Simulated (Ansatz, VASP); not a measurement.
**BiSb2O2: VASP beside Ansatz**

```
CELL_PARAMETERS angstrom
-2.10535 2.10535 5.89609
2.10535 -2.10535 5.89609
2.10535 2.10535 -5.89609
ATOMIC_POSITIONS crystal
Sb 0.61298 0.61298 0.00000
Sb 0.38702 0.38702 0.00000
Bi 0.00000 0.00000 0.00000
O 0.75000 0.25000 0.50000
O 0.25000 0.75000 0.50000
```

Change from the starting cell: species swapped into the TmFe2Ge2 type (I4/mmm, No. 139).

Alike in both runs: task relaxation of cell and atoms; functional PBE; k mesh 6 × 6 × 6; occupations gaussian, width 0.1 eV; no spin polarisation.

```csv
,VASP,Ansatz
version,VASP 6.6.1,Ansatz 0.2.0
potentials or method,"VASP PAW PBE potentials, release 64 (Sb, Bi_d, O), cutoff 600 eV","scalar-relativistic, plane waves, PAW"
valence electrons in the cell,37,57
```

VASP gave:

| Property | Result |
| --- | --- |
| gap on the k mesh at the Fermi level, each at its own relaxed structure (eV) | none |
| relaxed volume (Å³/atom) | 20.10 |
| relaxed length of the cell vector where the two differ most in proportion (Å) | 7.475 |

Problem. What did Ansatz give for the same quantities?

Solution. gap on the k mesh at the Fermi level, each at its own relaxed structure (eV): none; relaxed volume (Å³/atom): 20.21; relaxed length of the cell vector where the two differ most in proportion (Å): 7.468.

A gap of «none» marks a metal or a gap that the smearing closes. VASP's potentials hold 37 valence electrons a cell and Ansatz's 57, so a difference there can come from the potentials and not from the codes.

Spin-orbit coupling is off throughout.
